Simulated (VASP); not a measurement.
# RbBr (P1) in VASP: notebook

RbBr is run at these levels: PBE; tasks: single point.

All numbers are computed with VASP 6.6.1; they aren't measurements. Logs are shortened: lines on timing, memory, paths and dates and some standing lists are left out, and cuts for length are marked.

**1. The cell of the first run**

The typed cell holds 2 atoms: a = 4.838 Å, b = 4.838 Å, c = 4.838 Å, α = 60.00°, β = 60.00°, γ = 60.00°.

**2. Single point, PBE**

INCAR

```
SYSTEM = RbBr
PREC     = Accurate       ! precision mode
ENCUT    = 520            ! plane-wave cutoff, eV
EDIFF    = 1E-6           ! SCF threshold, eV
ISMEAR   = 0              ! smearing method
SIGMA    = 0.01           ! smearing width, eV
LREAL    = .False.        ! projectors in reciprocal space
LASPH    = .True.         ! aspherical terms in the spheres
NELM     = 80             ! most SCF steps
ALGO     = Normal         ! electronic algorithm
ISIF     = 2              ! what is computed and relaxed
LWAVE    = .False.        ! write WAVECAR
LCHARG   = .False.        ! write CHGCAR
GGA      = PE             ! functional
NBANDS   = 15             ! bands
```

KPOINTS

```
regular mesh
0
Gamma
  3 3 3
  0 0 0
```

POSCAR

```
RbBr
1.0
    0.0000000000      3.4212787874      3.4212787874
    3.4212787874      0.0000000000      3.4212787874
    3.4212787874      3.4212787874      0.0000000000
Rb Br
1 1
Direct
    0.9936000000      0.0126600000      0.0080500000
    0.5428800000      0.4816000000      0.4566300000
```

Potentials or basis: VASP PAW PBE potentials, release 64 (Rb_sv, Br).

Command:

```console
$ cat potpaw_PBE.64/Rb_sv/POTCAR potpaw_PBE.64/Br/POTCAR > POTCAR
$ mpirun -np 1 vasp_std > vasp.out
```

OUTCAR:

```text
SYSTEM = RbBr
   PREC = Accurate
   ENCUT = 520
   EDIFF = 1E-6
   ISMEAR = 0
   LREAL = .False.
   LASPH = .True.
   NELM = 80
   ISIF = 2
   GGA = PE

 ion  position               nearest neighbor table
   1  0.994  0.013  0.008-   2 3.14   2 3.37   2 3.43   2 3.44   2 3.50   2 3.70
   2  0.543  0.482  0.457-   1 3.14   1 3.37   1 3.43   1 3.44   1 3.50   1 3.70

  LATTYP: Found a face centered cubic cell.
 ALAT       =     6.8425575748

  Lattice vectors:

 A1 = (   0.0000000000,   3.4212787874,   3.4212787874)
 A2 = (   3.4212787874,   0.0000000000,   3.4212787874)
 A3 = (   3.4212787874,   3.4212787874,   0.0000000000)

Analysis of symmetry for initial positions (statically):
=====================================================================
 Subroutine PRICEL returns:
 Original cell was already a primitive cell.

 Routine SETGRP: Setting up the symmetry group for a
 face centered cubic supercell.

 Subroutine GETGRP returns: Found  1 space group operations
 (whereof  1 operations were pure point group operations)
 out of a pool of 48 trial point group operations.

The static configuration has the point symmetry C_1 .

Analysis of symmetry for dynamics (positions and initial velocities):
=====================================================================
 Subroutine PRICEL returns:
 Original cell was already a primitive cell.

 Routine SETGRP: Setting up the symmetry group for a
 face centered cubic supercell.

 Subroutine GETGRP returns: Found  1 space group operations
 (whereof  1 operations were pure point group operations)
 out of a pool of 48 trial point group operations.

The dynamic configuration has the point symmetry C_1 .

 Subroutine INISYM returns: Found  1 space group operations
 (whereof  1 operations are pure point group operations),
 and found     1 'primitive' translations

----------------------------------------------------------------------------------------

                                     Primitive cell

  volume of cell :      80.0932

  direct lattice vectors                    reciprocal lattice vectors
     0.000000000  3.421278787  3.421278787    -0.146144185  0.146144185  0.146144185
     3.421278787  0.000000000  3.421278787     0.146144185 -0.146144185  0.146144185
     3.421278787  3.421278787  0.000000000     0.146144185  0.146144185 -0.146144185

  length of vectors
     4.838418862  4.838418862  4.838418862     0.253129154  0.253129154  0.253129154

  position of ions in fractional coordinates (direct lattice)
     0.993600000  0.012660000  0.008050000
     0.542880000  0.481600000  0.456630000

  ion indices of the primitive-cell ions
   primitive index   ion index
                 1           1
                 2           2

[... 74 lines left out ...]
   EFERMI =   0.00;   METHOD = LEGACY
   ISMEAR =     0;   SIGMA  =   0.01  broadening in eV -4-tet -1-fermi 0-gaus
   EFERMI_NEDOS =   21; number of points for ismear=-14 and -15
   IALGO  =     38    algorithm
   IMIX   =      4    mixing-type and parameters
     AMIX     =   0.40;   BMIX     =  1.00
     AMIX_MAG =   1.60;   BMIX_MAG =  1.00
  volume/ion in A,a.u.               =      40.05       270.25
  Fermi-wavevector in a.u.,A,eV,Ry     =   0.957010  1.808486 12.461136  0.915868
  Thomas-Fermi vector in A             =   2.085989
   LORBIT       =      0    0 simple, 1 ext, 2 COOP (PROOUT), +10 PAW based schemes
   GGA     = PE    functional components
   LHFCALC =     F    Hartree Fock is set to
   AEXX    =    0.0000 exact exchange contribution
   IVDW    =     0    specifies the selected vdW correction
   LEPSILON=     F    determine dielectric tensor
   LRPA    =     F    only Hartree local field effects (RPA)
 non-spin polarized calculation
 Gauss-broadening in eV      SIGMA  =   0.01
  energy-cutoff  :      520.00
  volume of cell :       80.09
 maximum number of plane-waves:      2165
   NGX = 17   NGY = 17   NGZ = 17

 number of electron      16.0000000 magnetization

 Free energy of the ion-electron system (eV)
  ---------------------------------------------------
  ext. energy  EPLUGINS =         0.00000000
  ---------------------------------------------------
  free energy    TOTEN  =        -6.03238344 eV

  energy without entropy =       -6.03238344  energy(sigma->0) =       -6.03238344

 E-fermi :  -1.6181     XC(G=0):  -7.2418

 val. band max:       -1.7484492379   @ k =   0.0000   0.0000   0.0000
 cond. band min:       2.6403177496   @ k =   0.0000   0.0000   0.0000
 fundamental gap:      4.3887669876
 Fermi energy:        -1.6180835461

 k-point     1 :       0.0000    0.0000    0.0000
  band No.  band energies     occupation
      1     -26.1206      2.00000
      2     -13.9332      2.00000
      3     -10.2097      2.00000
      4     -10.1979      2.00000
      5     -10.1975      2.00000
      6      -1.7648      2.00000
      7      -1.7644      2.00000
      8      -1.7484      2.00000
      9       2.6403      0.00000
     10       5.5740      0.00000
     11       5.6273      0.00000
     12       5.6446      0.00000
     13       6.4688      0.00000
     14       6.5988      0.00000
[... 221 lines left out ...]
      2     -13.9359      2.00000
      3     -10.3507      2.00000
      4     -10.2360      2.00000
      5     -10.1872      2.00000
      6      -2.3759      2.00000
      7      -2.0664      2.00000
      8      -2.0425      2.00000
      9       5.0252      0.00000
     10       5.6736      0.00000
     11       7.0024      0.00000
     12       7.2228      0.00000
     13       7.7380      0.00000
     14       8.7868      0.00000
     15       9.8816      0.00000

------------------------ aborting loop because EDIFF is reached ----------------------------------------

  FORCE on cell =-STRESS in cart. coord.  units (eV):
  Direction    XX          YY          ZZ          XY          YZ          ZX
  --------------------------------------------------------------------------------------
  -------------------------------------------------------------------------------------
  Total        1.3132064      0.5045211      0.5406465     -0.0054253      0.0010315      0.0466974
  in kB       26.2692805     10.0924010     10.8150522     -0.1085272      0.0206333      0.9341312
  external PRESSURE =      15.7255779 kB  Pullay stress =       0.0000000 kB

 VOLUME and BASIS-vectors are now :
 -----------------------------------------------------------------------------
  energy-cutoff  :      520.00
  volume of cell :       80.09
      direct lattice vectors                 reciprocal lattice vectors
     0.000000000  3.421278787  3.421278787    -0.146144185  0.146144185  0.146144185
     3.421278787  0.000000000  3.421278787     0.146144185 -0.146144185  0.146144185
     3.421278787  3.421278787  0.000000000     0.146144185  0.146144185 -0.146144185

 POSITION                                       TOTAL-FORCE (eV/Angst)
 -----------------------------------------------------------------------------------
      0.07085      3.42692      3.44270        -0.443327     -0.008213      0.071177
      3.20995      3.41960      3.50503         0.443327      0.008213     -0.071177
 -----------------------------------------------------------------------------------
    total drift:                               -0.000008     -0.000003     -0.000020

  FREE ENERGIE OF THE ION-ELECTRON SYSTEM (eV)
  ---------------------------------------------------
  free  energy   TOTEN  =        -6.0323834407 eV

  energy  without entropy=       -6.0323834407  energy(sigma->0) =       -6.03238344
```

OSZICAR:

```text
N       E                     dE             d eps       ncg     rms          rms(c)
DAV:   1     0.819885538324E+02    0.81989E+02   -0.65168E+03   420   0.901E+02
DAV:   2    -0.416652684298E+00   -0.82405E+02   -0.76177E+02   585   0.164E+02
DAV:   3    -0.609362717535E+01   -0.56770E+01   -0.56514E+01   589   0.438E+01
DAV:   4    -0.625614786421E+01   -0.16252E+00   -0.16250E+00   593   0.686E+00
DAV:   5    -0.625739653172E+01   -0.12487E-02   -0.12487E-02   611   0.591E-01    0.314E+00
DAV:   6    -0.603655621416E+01    0.22084E+00   -0.26744E-01   518   0.243E+00    0.209E+00
DAV:   7    -0.601964484704E+01    0.16911E-01   -0.13012E-01   560   0.179E+00    0.100E+00
DAV:   8    -0.603140923964E+01   -0.11764E-01   -0.15080E-02   443   0.701E-01    0.960E-02
DAV:   9    -0.603194858092E+01   -0.53934E-03   -0.57499E-04   595   0.132E-01    0.683E-02
DAV:  10    -0.603236866368E+01   -0.42008E-03   -0.49435E-04   427   0.123E-01    0.202E-02
DAV:  11    -0.603237820316E+01   -0.95395E-05   -0.24618E-05   574   0.284E-02    0.718E-03
DAV:  12    -0.603238310577E+01   -0.49026E-05   -0.64684E-06   448   0.162E-02    0.168E-03
DAV:  13    -0.603238344069E+01   -0.33491E-06   -0.50212E-07   462   0.388E-03
   1 F= -.60323834E+01 E0= -.60323834E+01  d E =-.324180E-77
```

stdout:

```text
POSCAR found type information on POSCAR RbBr
 POSCAR found :  2 types and       2 ions
 scaLAPACK will be used
 LDA part: xc-table for (Slater+PW92), standard interpolation
 POSCAR, INCAR and KPOINTS ok, starting setup
 FFT: planning ... GRIDC
 FFT: planning ... GRID_SOFT
 FFT: planning ... GRID
 WAVECAR not read
 entering main loop
```

It took 11 s on 1 thread of AMD EPYC 9R45 (Zen 5), shared host; peak memory 0.17 GiB.

Results:

| Item | Value |
| --- | --- |
| Free energy | -6.0324 eV |
| Pressure | 1.6 GPa |
| Largest force | 0.449 eV/Å |
| Band gap on the k mesh | 4.39 eV, direct |

Forces in eV/Å, atoms in the order of the input:
```
Rb  -0.443 -0.008  0.071
Br   0.443  0.008 -0.071
```

Levels at points of the mesh, in eV from the valence-band top:
```
           k point  band 5  band 6  band 7  band 8  band 9  band 10  band 11  band 12
(0.00, 0.00, 0.00)   -8.45   -0.02   -0.02    0.00    4.39     7.32     7.38     7.39
```

Caveat: the k points lie up to 0.53 Å⁻¹ apart.

**3. Single point, PBE**

This run uses another cell than the first one, of 40.45 Å³/atom, 1.010 times its volume.

INCAR

```
SYSTEM = RbBr
  PREC = Accurate
  ENCUT = 520
  EDIFF = 1E-6
  ISMEAR = 0
  SIGMA = 0.01
  LREAL = .False.
  LASPH = .True.
  NELM = 60
  ALGO = Normal
  ISIF = 2
  LWAVE = .False.
  LCHARG = .False.
  GGA = PE
  NBANDS = 15
```

KPOINTS

```
Automatic mesh
0
Gamma
  3 3 3
  0 0 0
```

POSCAR

```
RbBr
1.0
    0.0000000000      3.4327021736      3.4327021736
    3.4327021736      0.0000000000      3.4327021736
    3.4327021736      3.4327021736      0.0000000000
Rb Br
1 1
Direct
    0.9936000000      0.0126600000      0.0080500000
    0.5428800000      0.4816000000      0.4566300000
```

Potentials or basis: VASP PAW PBE potentials, release 64 (Rb_sv, Br).

Command:

```console
$ cat potpaw_PBE.64/Rb_sv/POTCAR potpaw_PBE.64/Br/POTCAR > POTCAR
$ mpirun -np 1 vasp_std > vasp.out
```

Wall time 11 s (1 thread of AMD EPYC 9R45 (Zen 5), shared host); peak memory 0.17 GiB.

It converged, with:

- Free energy: -6.0399 eV
- Pressure: 1.4 GPa
- Largest force: 0.432 eV/Å
- Band gap on the k mesh: 4.36 eV, direct

Forces in eV/Å, atoms in the order of the input:
```
Rb  -0.426 -0.008  0.068
Br   0.426  0.008 -0.068
```

Stress tensor (GPa, compression positive):
```
 2.41 -0.01  0.09
-0.01  0.85  0.00
 0.09  0.00  0.92
```

Levels at points of the mesh, in eV from the valence-band top:
| k point | band 5 | band 6 | band 7 | band 8 | band 9 | band 10 | band 11 | band 12 |
| --- | --- | --- | --- | --- | --- | --- | --- | --- |
| (0.00, 0.00, 0.00) | -8.47 | -0.02 | -0.01 | 0.00 | 4.36 | 7.32 | 7.37 | 7.39 |

Caveat: the k points lie up to 0.53 Å⁻¹ apart. As with any semilocal functional, this PBE gap is likely too small.
